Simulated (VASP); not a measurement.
Set up this calculation in VASP 6.6.1, as the native input.

```
Task                   : single point
Functional             : PBE
Dispersion             : D3(BJ)
Potentials or basis    : VASP PAW PBE potentials, release 64 (Sr_sv, Te)
Cutoff                 : 500 eV
k mesh                 : 6 × 6 × 6
Occupations            : gaussian, width 0.05 eV
Spin                   : no spin polarisation
Dipole correction      : no
Further INCAR settings : ALGO = Normal; EDIFF = 1e-06; NBANDS = 15
```

The structure of SrTe lies in POSCAR:

```
SrTe
1.0
    0.0000000000      3.3318323947      3.3318323947
    3.3318323947      0.0000000000      3.3318323947
    3.3318323947      3.3318323947      0.0000000000
Sr Te
1 1
Direct
    0.5000000000      0.5000000000      0.5000000000
    0.0000000000      0.0000000000      0.0000000000
```

The input as run:

INCAR

```
PREC = Accurate
ENCUT = 500
EDIFF = 1E-6
ISMEAR = 0
SIGMA = 0.05
LREAL = F
LASPH = T
NELM = 120
ALGO = Normal
ISIF = 2
LWAVE = F
LCHARG = F
GGA = PE
IVDW = 12
NBANDS = 15
GGA_COMPAT = F
```

KPOINTS

```
regular mesh
0
Gamma
  6 6 6
```

Potentials or basis: VASP PAW PBE potentials, release 64 (Sr_sv, Te).

Run with:

```console
$ cat potpaw_PBE.64/Sr_sv/POTCAR potpaw_PBE.64/Te/POTCAR > POTCAR
$ mpirun -np 1 vasp_std > vasp.out
```

Results of the run:

| Item | Value |
| --- | --- |
| Pressure | -0.6 GPa |
| Band gap on the k mesh | 1.70 eV (least direct gap 2.44 eV) |
| Dispersion energy per atom | -0.338 eV |

Caveat: spin-orbit coupling is left out, which moves the levels of the heavy elements.

Run time: 28 s on 1 thread of Intel Xeon 8259CL (shared host), peak memory 0.22 GiB.
